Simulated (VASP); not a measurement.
# TiC (Fm-3m) in VASP: notebook

The runs below take TiC through single point, with LDA.

All numbers are computed with VASP 6.6.1; they aren't measurements. Logs are shortened: lines on timing, memory, paths and dates and some standing lists are left out, and cuts for length are marked.

## 1. The cell of the first run

The structure is cubic, space group Fm-3m (No. 225). The conventional cell has a = 4.328 Å, b = 4.328 Å, c = 4.328 Å, α = 90.00°, β = 90.00°, γ = 90.00°. Ti (site symmetry m-3m) has 6 C at 2.16 Å within 2.9 Å. C (site symmetry m-3m) has 6 Ti at 2.16 Å within 2.9 Å.

## 2. Single point, LDA

File INCAR:

```
PREC = Accurate
ENCUT = 520
EDIFF = 1E-7
ISMEAR = 0
SIGMA = 0.15
LREAL = False
LASPH = True
NELM = 60
ALGO = Normal
ISIF = 2
LWAVE = False
LCHARG = False
NBANDS = 15
```

File KPOINTS:

```
Automatic mesh
0
Gamma
  18 18 18
```

File POSCAR:

```
TiC
1.0
    0.0000000000      2.1640000000      2.1640000000
    2.1640000000      0.0000000000      2.1640000000
    2.1640000000      2.1640000000      0.0000000000
Ti C
1 1
Direct
    0.0000000000      0.0000000000      0.0000000000
    0.5000000000      0.5000000000      0.5000000000
```

Potentials or basis: VASP PAW LDA potentials, release 64 (Ti_sv, C).

On the command line:

```
$ cat potpaw_LDA.64/Ti_sv/POTCAR potpaw_LDA.64/C/POTCAR > POTCAR
$ mpirun -np 1 vasp_std > vasp.out
```

OUTCAR:

```text
PREC = Accurate
   ENCUT = 520
   EDIFF = 1E-7
   ISMEAR = 0
   LREAL = False
   LASPH = True
   NELM = 60
   ISIF = 2

 ion  position               nearest neighbor table
   1  0.000  0.000  0.000-   2 2.16   2 2.16   2 2.16   2 2.16   2 2.16   2 2.16
   2  0.500  0.500  0.500-   1 2.16   1 2.16   1 2.16   1 2.16   1 2.16   1 2.16

  LATTYP: Found a face centered cubic cell.
 ALAT       =     4.3280000000

  Lattice vectors:

 A1 = (   0.0000000000,   2.1640000000,   2.1640000000)
 A2 = (   2.1640000000,   0.0000000000,   2.1640000000)
 A3 = (   2.1640000000,   2.1640000000,   0.0000000000)

Analysis of symmetry for initial positions (statically):
=====================================================================
 Subroutine PRICEL returns:
 Original cell was already a primitive cell.

 Routine SETGRP: Setting up the symmetry group for a
 face centered cubic supercell.

 Subroutine GETGRP returns: Found 48 space group operations
 (whereof 48 operations were pure point group operations)
 out of a pool of 48 trial point group operations.

The static configuration has the point symmetry O_h .

Analysis of symmetry for dynamics (positions and initial velocities):
=====================================================================
 Subroutine PRICEL returns:
 Original cell was already a primitive cell.

 Routine SETGRP: Setting up the symmetry group for a
 face centered cubic supercell.

 Subroutine GETGRP returns: Found 48 space group operations
 (whereof 48 operations were pure point group operations)
 out of a pool of 48 trial point group operations.

The dynamic configuration has the point symmetry O_h .

 Subroutine INISYM returns: Found 48 space group operations
 (whereof 48 operations are pure point group operations),
 and found     1 'primitive' translations

----------------------------------------------------------------------------------------

                                     Primitive cell

  volume of cell :      20.2676

  direct lattice vectors                    reciprocal lattice vectors
     0.000000000  2.164000000  2.164000000    -0.231053604  0.231053604  0.231053604
     2.164000000  0.000000000  2.164000000     0.231053604 -0.231053604  0.231053604
     2.164000000  2.164000000  0.000000000     0.231053604  0.231053604 -0.231053604

  length of vectors
     3.060358149  3.060358149  3.060358149     0.400196582  0.400196582  0.400196582

  position of ions in fractional coordinates (direct lattice)
     0.000000000  0.000000000  0.000000000
     0.500000000  0.500000000  0.500000000

  ion indices of the primitive-cell ions
   primitive index   ion index
                 1           1
                 2           2

----------------------------------------------------------------------------------------

 KPOINTS: Automatic mesh

Automatic generation of k-mesh.
 Grid dimensions read from file:
 generate k-points for:   18   18   18

 Generating k-lattice:

  Cartesian coordinates                     Fractional coordinates (reciprocal lattice)
    -0.012836311  0.012836311  0.012836311     0.055555556  0.000000000  0.000000000
     0.012836311 -0.012836311  0.012836311     0.000000000  0.055555556  0.000000000
     0.012836311  0.012836311 -0.012836311     0.000000000  0.000000000  0.055555556

  Length of vectors
     0.022233143  0.022233143  0.022233143

  Shift w.r.t. Gamma in fractional coordinates (k-lattice)
     0.000000000  0.000000000  0.000000000

 Subroutine IBZKPT returns following result:
 ===========================================

 Found    195 irreducible k-points:

 Following reciprocal coordinates:
            Coordinates               Weight
  0.000000  0.000000  0.000000      1.000000
  0.055556  0.000000  0.000000      8.000000
  0.111111  0.000000  0.000000      8.000000
  0.166667  0.000000  0.000000      8.000000
  0.222222  0.000000  0.000000      8.000000
  0.277778  0.000000  0.000000      8.000000
[... 16 lines left out ...]
 -0.277778  0.055556  0.000000     24.000000
 -0.222222  0.055556  0.000000     24.000000
 [... further k-points ...]
   k-points           NKPTS =    195   k-points in BZ     NKDIM =    195   number of bands    NBANDS=     15
   number of dos      NEDOS =    301   number of ions     NIONS =      2
   total plane-waves  NPLWV =  13824
   dimension x,y,z NGX =    24 NGY =   24 NGZ =   24
   dimension x,y,z NGXF=    48 NGYF=   48 NGZF=   48
   ions per type =               1   1
   NGX,Y,Z   is equivalent  to a cutoff of  13.04, 13.04, 13.04 a.u.
   NGXF,Y,Z  is equivalent  to a cutoff of  26.07, 26.07, 26.07 a.u.
 SYSTEM =  unknown system
   PREC   = accura    normal or accurate (medium, high low for compatibility)
   ISTART =      0    job   : 0-new  1-cont  2-samecut
   ICHARG =      2    charge: 1-file 2-atom 10-const
   ISPIN  =      1    spin polarized calculation?
   LNONCOLLINEAR =      F non collinear calculations
   LSORBIT =      F    spin-orbit coupling
   LASPH  =      T    aspherical Exc in radial PAW
   ENCUT  =  520.0 eV  38.22 Ry    6.18 a.u.   5.69  5.69  5.69*2*pi/ulx,y,z
   NELM   =     60;   NELMIN=  2; NELMDL= -5     # of ELM steps
   EDIFF  = 0.1E-06   stopping-criterion for ELM
   LREAL  =      F    real-space projection
   EDIFFG = 0.1E-05   stopping-criterion for IOM
   NSW    =      0    number of steps for IOM
   IBRION =     -1    ionic relax: 0-MD 1-quasi-New 2-CG
   NFREE  =      0    steps in history (QN), initial steepest desc. (CG)
   ISIF   =      2    stress and relaxation
   ISYM   =      2    0-nonsym 1-usesym 2-fastsym
   POTIM  = 0.5000    time-step for ionic-motion
   TEBEG  =    0.0;   TEEND  =   0.0 temperature during run
   PSTRESS=    0.0 pullay stress
   NELECT =      16.0000    total number of electrons
   NUPDOWN=      -1.0000    fix difference up-down
   EMIN   =  10.00;   EMAX   =-10.00  energy-range for DOS
   EFERMI =   0.00;   METHOD = LEGACY
   ISMEAR =     0;   SIGMA  =   0.15  broadening in eV -4-tet -1-fermi 0-gaus
   EFERMI_NEDOS =   21; number of points for ismear=-14 and -15
   IALGO  =     38    algorithm
   IMIX   =      4    mixing-type and parameters
     AMIX     =   0.40;   BMIX     =  1.00
     AMIX_MAG =   1.60;   BMIX_MAG =  1.00
  volume/ion in A,a.u.               =      10.13        68.39
  Fermi-wavevector in a.u.,A,eV,Ry     =   1.513030  2.859212 31.147275  2.289260
  Thomas-Fermi vector in A             =   2.622876
   LORBIT       =      0    0 simple, 1 ext, 2 COOP (PROOUT), +10 PAW based schemes
   GGA     = CA    functional components
   LHFCALC =     F    Hartree Fock is set to
   AEXX    =    0.0000 exact exchange contribution
   IVDW    =     0    specifies the selected vdW correction
   LEPSILON=     F    determine dielectric tensor
   LRPA    =     F    only Hartree local field effects (RPA)
 non-spin polarized calculation
 Gauss-broadening in eV      SIGMA  =   0.15
  energy-cutoff  :      520.00
  volume of cell :       20.27
 maximum number of plane-waves:       568
   NGX = 11   NGY = 11   NGZ = 11

 number of electron      16.0000001 magnetization

 Free energy of the ion-electron system (eV)
  ---------------------------------------------------
  ext. energy  EPLUGINS =         0.00000000
  ---------------------------------------------------
  free energy    TOTEN  =       -20.50874388 eV

  energy without entropy =      -20.50517928  energy(sigma->0) =      -20.50696158

 E-fermi :   9.2534     XC(G=0): -12.9889

 val. band max:        9.2184485833   @ k =   0.2778   0.2222   0.0000
 cond. band min:       9.2546440844   @ k =   0.5000   0.5000   0.0000
 fundamental gap:      0.0361955011
 Fermi energy:         9.2533691190

 k-point     1 :       0.0000    0.0000    0.0000
  band No.  band energies     occupation
      1     -46.6109      2.00000
      2     -23.0162      2.00000
      3     -23.0162      2.00000
      4     -23.0162      2.00000
      5      -2.9608      2.00000
      6       9.8908      0.00000
      7       9.8908      0.00000
      8       9.8908      0.00000
      9      10.9517      0.00000
     10      10.9517      0.00000
     11      10.9518      0.00000
     12      10.9769      0.00000
     13      10.9769      0.00000
     14      19.8982      0.00000
     15      23.3193      0.00000

 k-point     2 :       0.0556    0.0000    0.0000
  band No.  band energies     occupation
      1     -46.6086      2.00000
      2     -23.0324      2.00000
      3     -23.0177      2.00000
      4     -23.0177      2.00000
      5      -2.8900      2.00000
      6       9.5443      0.00609
      7       9.7658      0.00000
      8       9.7658      0.00000
      9      10.3002      0.00000
     10      10.3002      0.00000
     11      11.1404      0.00000
     12      11.8560      0.00000
     13      11.8560      0.00000
     14      20.0196      0.00000
     15      23.3535      0.00000

 k-point     3 :       0.1111    0.0000    0.0000
  band No.  band energies     occupation
      1     -46.6018      2.00000
      2     -23.0791      2.00000
      3     -23.0221      2.00000
      4     -23.0221      2.00000
      5      -2.6812      2.00000
      6       8.8190      1.99996
      7       9.1447      1.69460
      8       9.1447      1.69460
      9      10.2796      0.00000
     10      10.2796      0.00000
     11      11.4325      0.00000
     12      12.7982      0.00000
     13      12.7982      0.00000
     14      20.3289      0.00000
     15      23.3944      0.00000
[... 343 lines left out ...]
 k-point    23 :      -0.2778    0.0556    0.0000
  band No.  band energies     occupation
      1     -46.5591      2.00000
      2     -23.3538      2.00000
      3     -23.0672      2.00000
      4     -23.0424      2.00000
      5      -1.1313      2.00000
      6       5.7315      2.00000
      7       7.0510      2.00000
      8       7.2474      2.00000
      9      11.0993      0.00000
     10      11.4651      0.00000
     11      12.4325      0.00000
     12      15.2599      0.00000
     13      16.2513      0.00000
     14      19.9670      0.00000
     15      24.0448      0.00000

 k-point    24 :      -0.2222    0.0556    0.0000
  band No.  band energies     occupation
      1     -46.5725      2.00000
      2     -23.2671      2.00000
      3     -23.0581      2.00000
      4     -23.0333      2.00000
      5      -1.6810      2.00000
      6       6.6318      2.00000
      7       7.4982      2.00000
      8       7.7302      2.00000
      9      10.7302      0.00000
     10      11.1544      0.00000
     11      12.1586      0.00000
     12      14.4308      0.00000
     13      15.4712      0.00000
     14      20.6201      0.00000
     15      23.5359      0.00000

 [... further k-points ...]
[... 5 lines left out ...]
  --------------------------------------------------------------------------------------
  -------------------------------------------------------------------------------------
  Total       -1.4370716     -1.4370716     -1.4370716     -0.0000000     -0.0000000      0.0000000
  in kB     -113.6023258   -113.6023258   -113.6023258     -0.0000000     -0.0000000      0.0000000
  external PRESSURE =    -113.6023258 kB  Pullay stress =       0.0000000 kB

 VOLUME and BASIS-vectors are now :
 -----------------------------------------------------------------------------
  energy-cutoff  :      520.00
  volume of cell :       20.27
      direct lattice vectors                 reciprocal lattice vectors
     0.000000000  2.164000000  2.164000000    -0.231053604  0.231053604  0.231053604
     2.164000000  0.000000000  2.164000000     0.231053604 -0.231053604  0.231053604
     2.164000000  2.164000000  0.000000000     0.231053604  0.231053604 -0.231053604

 POSITION                                       TOTAL-FORCE (eV/Angst)
 -----------------------------------------------------------------------------------
      0.00000      0.00000      0.00000        -0.000000      0.000000      0.000000
      2.16400      2.16400      2.16400         0.000000     -0.000000     -0.000000
 -----------------------------------------------------------------------------------
    total drift:                                0.000000     -0.000000     -0.000000

  FREE ENERGIE OF THE ION-ELECTRON SYSTEM (eV)
  ---------------------------------------------------
  free  energy   TOTEN  =       -20.5087438821 eV

  energy  without entropy=      -20.5051792807  energy(sigma->0) =      -20.50696158
```

It took 84 s on 1 thread of AMD EPYC 7R13, shared host; peak memory 0.15 GiB.

Results:

| Quantity | Value |
| --- | --- |
| Free energy | -20.5087 eV |
| Pressure | -11.4 GPa |
| Band gap on the k mesh | zero (band 8 reaches 9.89 eV, above the bottom of band 9 at 8.85 eV) |

## 3. Single point, LDA

File INCAR:

```
PREC = Accurate ; ENCUT = 520
EDIFF = 1E-6 ; ISMEAR = 0
SIGMA = 0.15 ; LREAL = False
LASPH = True ; NELM = 100
ALGO = Normal ; ISIF = 2
LWAVE = False ; LCHARG = False
GGA = CA ; NBANDS = 15
```

File KPOINTS:

```
regular mesh
0
Gamma
  20 20 20
```

POSCAR is that of step 2.

Potentials or basis: VASP PAW LDA potentials, release 64 (Ti_sv, C).

On the command line:

```
$ cat potpaw_LDA.64/Ti_sv/POTCAR potpaw_LDA.64/C/POTCAR > POTCAR
$ mpirun -np 1 vasp_std > vasp.out
```

It took 91 s on 1 thread of AMD EPYC 7R13, shared host; peak memory 0.16 GiB.

The run converged. Its results:

```yaml
Free_energy: -20.5089 eV
Pressure: -11.4 GPa
Band_gap_on_the_k_mesh: zero (band 8 reaches 9.89 eV, above the bottom of band 9 at 8.85 eV)
```

Levels at points of the mesh, in eV from the Fermi level:
```tsv
k point	band 6	band 7	band 8	band 9	band 10	band 11
(0.00, 0.00, 0.00)	0.64	0.64	0.64	1.70	1.70	1.70
(0.50, 0.00, 0.00)	-5.83	-2.90	-2.90	2.89	2.89	4.08
(0.50, 0.50, 0.00)	-3.36	-1.67	0.00	0.00	2.73	3.49
```
